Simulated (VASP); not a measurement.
Wanted: the native input for a VASP 6.6.1 run.

* Task: single point
* Functional: LDA
* Potentials or basis: VASP PAW LDA potentials, release 64 (Cs_sv)
* Cutoff: 500 eV
* k mesh: 2 × 2 × 2
* Occupations: fermi-dirac, width 0.1 eV
* Spin: no spin polarisation
* Dipole correction: no
* Further INCAR settings: ALGO = Normal; EDIFF = 1e-06; NBANDS = 10

The structure of Cs lies in POSCAR:

```
Cs
1.0
   -3.1284650614      3.1284650614      3.1284650614
    3.1284650614     -3.1284650614      3.1284650614
    3.1284650614      3.1284650614     -3.1284650614
Cs
1
Direct
    0.0000000000      0.0000000000      0.0000000000
```

These files were run (other wordings do the same):

INCAR

```
SYSTEM = Cs
ALGO     = Normal         ! electronic algorithm
EDIFF    = 1E-6           ! SCF threshold, eV
ENCUT    = 500            ! plane-wave cutoff, eV
GGA_COMPAT= .FALSE.      
ISIF     = 2              ! what is computed and relaxed
ISMEAR   = -1             ! smearing method
LASPH    = .TRUE.         ! aspherical terms in the spheres
LCHARG   = .FALSE.        ! write CHGCAR
LREAL    = .FALSE.        ! projectors in reciprocal space
LWAVE    = .FALSE.        ! write WAVECAR
NBANDS   = 10             ! bands
NELM     = 120            ! most SCF steps
PREC     = Accurate       ! precision mode
SIGMA    = 0.1            ! smearing width, eV
```

KPOINTS

```
k-points
0
G
  2 2 2
  0 0 0
```

Potentials or basis: VASP PAW LDA potentials, release 64 (Cs_sv).

The run is started by

```bash
$ cat potpaw_LDA.64/Cs_sv/POTCAR > POTCAR
$ mpirun -np 1 vasp_std > vasp.out
```

It gave:

* Pressure: -0.8 GPa

Caveat: the k points lie up to 0.71 Å⁻¹ apart.

It took 6.1 s on 1 thread of Intel Xeon 8259CL (shared host), peak memory 0.18 GiB.
